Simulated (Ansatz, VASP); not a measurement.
## MgO in VASP and in Ansatz

```
CELL_PARAMETERS angstrom
3.31379 0.00000 0.00000
-1.65690 2.86983 0.00000
0.00000 0.00000 5.12375
ATOMIC_POSITIONS crystal
Mg 0.00000 0.00000 0.99166
Mg 0.33333 0.66667 0.49166
O 0.00000 0.00000 0.38334
O 0.33333 0.66667 0.88334
```

Alike in both runs: functional PBE; k mesh 12 × 12 × 4; occupations gaussian, width 0.02 eV; no spin polarisation.

Ansatz relaxed the structure, and its values are those at the end. VASP's run is a single point on that final structure, the one shown.

|  | VASP | Ansatz |
| --- | --- | --- |
| version | VASP 6.6.1 | Ansatz 0.2.0 |
| potentials or method | VASP PAW PBE potentials, release 64 (Mg, O), cutoff 520 eV | scalar-relativistic, plane waves, PAW |
| valence electrons in the cell | 16 | 32 |

```csv
,VASP,Ansatz,Ansatz less VASP
gap on the k mesh at the Fermi level (eV),3.40,3.41,+0.018
least direct gap on the mesh (eV),3.40,3.41,+0.018
pressure (GPa),-0.4,0.0,+0.40
```

With one functional, cell and mesh, what is left measures potentials, basis and numerics. VASP's potentials hold 16 valence electrons a cell and Ansatz's 32, so a difference there can come from the potentials and not from the codes.
